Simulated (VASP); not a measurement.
# Zn (I4_1/amd) in VASP: a series of runs, part 2 of 2

VASP 6.6.1. The steps go on from the part before.

### 3 Relaxation of cell and atoms, PBE, target pressure 54 GPa, at which the enthalpy is minimised

This run uses another cell than the first one, of 11.74 Å³/atom, 1.062 times its volume.

File INCAR:

```
PREC = Accurate ; ENCUT = 600
EDIFF = 1E-7 ; ISMEAR = -1
SIGMA = 0.05 ; LREAL = False
LASPH = True ; NELM = 60
ALGO = Normal ; ISIF = 3
LWAVE = False ; LCHARG = False
GGA = PE ; IBRION = 2
NSW = 32 ; EDIFFG = -0.005
PSTRESS = 540.0
```

File KPOINTS:

```
Automatic mesh
0
Gamma
  18 18 18
```

File POSCAR:

```
Zn
1.0
   -2.2622398450      2.2622398450      1.1471481127
    2.2622398450     -2.2622398450      1.1471481127
    2.2622398450      2.2622398450     -1.1471481127
Zn
2
Direct
   -0.3750000000     -0.1250000000     -0.2500000000
    0.3750000000      0.1250000000      0.2500000000
```

Potentials or basis: VASP PAW PBE potentials, release 64 (Zn).

Run with:

```console
$ cat potpaw_PBE.64/Zn/POTCAR > POTCAR
$ mpirun -np 1 vasp_std > vasp.out
```

OUTCAR:

```text
PREC = Accurate
   ENCUT = 600
   EDIFF = 1E-7
   ISMEAR = -1
   LREAL = False
   LASPH = True
   NELM = 60
   ISIF = 3
   GGA = PE
   IBRION = 2
   NSW = 32
   EDIFFG = -0.005
   PSTRESS = 540.0

 ion  position               nearest neighbor table
   1  0.625  0.875  0.750-   2 2.33   2 2.33   2 2.33   2 2.33   2 2.84   2 2.84   2 2.84   2 2.84

   2  0.375  0.125  0.250-   1 2.33   1 2.33   1 2.33   1 2.33   1 2.84   1 2.84   1 2.84   1 2.84

  LATTYP: Found a body centered tetragonal cell.
 ALAT       =     4.5244796900
 C/A-ratio  =     0.5070850976

  Lattice vectors:

 A1 = (  -2.2622398450,   2.2622398450,   1.1471481127)
 A2 = (   2.2622398450,  -2.2622398450,   1.1471481127)
 A3 = (   2.2622398450,   2.2622398450,  -1.1471481127)

Analysis of symmetry for initial positions (statically):
=====================================================================
 Subroutine PRICEL returns:
 Original cell was already a primitive cell.

 Routine SETGRP: Setting up the symmetry group for a
 body centered tetragonal supercell.

 Subroutine GETGRP returns: Found 16 space group operations
 (whereof  4 operations were pure point group operations)
 out of a pool of 16 trial point group operations.

The static configuration has the point symmetry C_2h.
 The point group associated with its full space group is D_4h.

Analysis of symmetry for dynamics (positions and initial velocities):
=====================================================================
 Subroutine PRICEL returns:
 Original cell was already a primitive cell.

 Routine SETGRP: Setting up the symmetry group for a
 body centered tetragonal supercell.

 Subroutine GETGRP returns: Found 16 space group operations
 (whereof  4 operations were pure point group operations)
 out of a pool of 16 trial point group operations.

The dynamic configuration has the point symmetry C_2h.
 The point group associated with its full space group is D_4h.

 Subroutine INISYM returns: Found 16 space group operations
[... 123 lines left out ...]
   LHFCALC =     F    Hartree Fock is set to
   AEXX    =    0.0000 exact exchange contribution
   IVDW    =     0    specifies the selected vdW correction
   LEPSILON=     F    determine dielectric tensor
   LRPA    =     F    only Hartree local field effects (RPA)
 conjugate gradient relaxation of ions
 non-spin polarized calculation
  energy-cutoff  :      600.00
  volume of cell :       23.48
 maximum number of plane-waves:       802
   NGX = 13   NGY = 13   NGZ = 13

--------------------------------------- Ionic step        1  -------------------------------------------

 number of electron      23.9999987 magnetization

 Free energy of the ion-electron system (eV)
  ---------------------------------------------------
  ext. energy  EPLUGINS =         0.00000000
  ---------------------------------------------------
  free energy    TOTEN  =        -0.55009527 eV

  energy without entropy =       -0.54615913  energy(sigma->0) =       -0.54812720

------------------------ aborting loop because EDIFF is reached ----------------------------------------

  FORCE on cell =-STRESS in cart. coord.  units (eV):
  Direction    XX          YY          ZZ          XY          YZ          ZX
  --------------------------------------------------------------------------------------
  -------------------------------------------------------------------------------------
  Total        8.0440590      8.0440590      8.0994548      0.0000000      0.0000000      0.0000000
  in kB      548.8188886    548.8188886    552.5983537      0.0000000      0.0000000      0.0000000
  external PRESSURE =      10.0787103 kB  Pullay stress =     540.0000000 kB
[... 177 lines left out ...]
--------------------------------------- Ionic step        6  -------------------------------------------

 number of electron      23.9999987 magnetization

 Free energy of the ion-electron system (eV)
  ---------------------------------------------------
  ext. energy  EPLUGINS =         0.00000000
  ---------------------------------------------------
  free energy    TOTEN  =        -0.57936364 eV

  energy without entropy =       -0.57539817  energy(sigma->0) =       -0.57738091

 E-fermi :   5.2863     XC(G=0): -12.9129

 val. band max:        5.2841374634   @ k =  -0.1667  -0.3333   0.0556
 cond. band min:       5.2978575357   @ k =  -0.3889   0.3889   0.2222
 fundamental gap:      0.0137200723
 Fermi energy:         5.2862528701

 k-point     1 :       0.0000    0.0000    0.0000
  band No.  band energies     occupation
      1      -7.4477      2.00000
      2      -4.6633      2.00000
      3      -4.4153      2.00000
      4      -4.3661      2.00000
      5      -4.1549      2.00000
      6      -2.6596      2.00000
[... 433 lines left out ...]
      3      -4.2951      2.00000
      4      -3.9248      2.00000
      5      -3.8273      2.00000
      6      -3.1429      2.00000
[... 8 lines left out ...]
     15      14.9023      0.00000
     16      17.9925      0.00000

 [... further k-points ...]

------------------------ aborting loop because EDIFF is reached ----------------------------------------

  FORCE on cell =-STRESS in cart. coord.  units (eV):
  Direction    XX          YY          ZZ          XY          YZ          ZX
  --------------------------------------------------------------------------------------
  -------------------------------------------------------------------------------------
  Total        7.9479846      7.9479846      7.9469401     -0.0000000      0.0000000      0.0000000
  in kB      540.2846021    540.2846021    540.2135992     -0.0000000      0.0000000      0.0000000
  external PRESSURE =       0.2609345 kB  Pullay stress =     540.0000000 kB
[... 21 lines left out ...]
  energy  without entropy=       -0.5753981748  energy(sigma->0) =       -0.57738091

  enthalpy is  TOTEN    =         7.3644342135 eV   P V=        7.9437978581

 reached required accuracy - stopping structural energy minimisation
```

OSZICAR:

```text
N       E                     dE             d eps       ncg     rms          rms(c)
DAV:   1     0.991976171991E+02    0.99198E+02   -0.13981E+04 16000   0.280E+03
DAV:   2     0.173994460654E+01   -0.97458E+02   -0.96126E+02 15720   0.323E+02
DAV:   3    -0.902154912752E+00   -0.26421E+01   -0.26372E+01 18320   0.645E+01
DAV:   4    -0.908948342121E+00   -0.67934E-02   -0.67932E-02 18464   0.316E+00
[... 46 lines left out ...]
DAV:   1    -0.579391462722E+00    0.49154E-03   -0.57851E-04 18720   0.254E-01    0.335E-02
DAV:   2    -0.579372634963E+00    0.18828E-04   -0.24562E-05 18896   0.108E-01    0.195E-02
DAV:   3    -0.579363778455E+00    0.88565E-05   -0.96339E-06 21784   0.521E-02    0.405E-03
DAV:   4    -0.579363667241E+00    0.11121E-06   -0.12575E-06 18352   0.139E-02    0.159E-03
DAV:   5    -0.579363644600E+00    0.22641E-07   -0.93459E-08  8632   0.505E-03
   6 F= 0.73644342E+01 E0= 0.73664169E+01  d E =-.275249E-05
```

Run time: 15 min. Hardware: 1 thread of Oxide Virtual Turin-like, shared host; peak memory 0.28 GiB.

Results:

* Free energy: -0.5794 eV
* Relaxed volume: 11.78 Å³/atom
* Relaxed cell: a = 3.402 Å, b = 3.402 Å, c = 3.402 Å, α = 96.55°, β = 96.55°, γ = 140.52°
* Space group after relaxing (to 0.05 Å): I4_1/amd (No. 141)
* Energy change on relaxing (the enthalpy is what falls): -14.6 meV/atom
* Ionic steps: 6
* Pressure after relaxing: 54.0 GPa
* Band gap on the k mesh: zero (band 12 reaches 10.18 eV, above the bottom of band 13 at 2.60 eV)

Step by step:
```
step  energy change (eV)  largest force (eV/Å)  pressure (GPa)  volume (Å³)
   1              0.0000                0.0000           55.01        23.48
   2             -0.0841                0.0000           52.05        23.74
   3             -0.0286                0.0000           54.00        23.57
   4             -0.0292                0.0000           53.99        23.57
   5             -0.0298                0.0000           53.97        23.57
   6             -0.0293                0.0000           54.03        23.57
```

Final structure:
```
Zn
1.0
    -2.26432    2.26432    1.14923
     2.26432   -2.26432    1.14923
     2.26432    2.26432   -1.14923
Zn
2
Direct
  0.62500 0.87500 0.75000
  0.37500 0.12500 0.25000
```

Caveat: the cell is relaxed towards a set pressure, so the enthalpy falls and the energy may rise.
